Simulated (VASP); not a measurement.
Set up this calculation in VASP 6.6.1, as the native input.

```
Task                   : single point
Functional             : PBE
Potentials or basis    : VASP PAW PBE potentials, release 64 (K_sv, Zn, F)
Cutoff                 : 520 eV
k mesh                 : 6 × 6 × 6
Occupations            : fermi-dirac, width 0.02 eV
Spin                   : no spin polarisation
Dipole correction      : no
Further INCAR settings : ALGO = Normal; EDIFF = 1e-06; NBANDS = 29
```

The structure of KZnF3 lies in POSCAR:

```
KZnF3
1.0
    4.0500000000      0.0000000000      0.0000000000
    0.0000000000      4.0500000000      0.0000000000
    0.0000000000      0.0000000000      4.0500000000
K Zn F
1 1 3
Direct
    0.0000000000      0.0000000000      0.0000000000
    0.5000000000      0.5000000000      0.5000000000
    0.5000000000      0.5000000000      0.0000000000
    0.0000000000      0.5000000000      0.5000000000
    0.5000000000      0.0000000000      0.5000000000
```

The input as run:

INCAR

```
SYSTEM = KZnF3
ALGO = Normal ; EDIFF = 1E-6
ENCUT = 520 ; GGA = PE
ISIF = 2 ; ISMEAR = -1
LASPH = .True. ; LCHARG = .False.
LREAL = .False. ; LWAVE = .False.
NBANDS = 29 ; NELM = 100
PREC = Accurate ; SIGMA = 0.02
```

KPOINTS

```
k-points
0
Gamma
  6 6 6
  0 0 0
```

Potentials or basis: VASP PAW PBE potentials, release 64 (K_sv, Zn, F).

Launch:

```bash
$ cat potpaw_PBE.64/K_sv/POTCAR potpaw_PBE.64/Zn/POTCAR potpaw_PBE.64/F/POTCAR > POTCAR
$ mpirun -np 1 vasp_std > vasp.out
```

It gave:

| Property | Result |
| --- | --- |
| Pressure | 4.9 GPa |
| Band gap on the k mesh | 3.79 eV (least direct gap 5.65 eV) |

Caveat: the cell stands under pressure.

Run time: 39 s on 1 thread of Oxide Virtual Turin-like Processor, with other jobs on the host, peak memory 0.15 GiB.
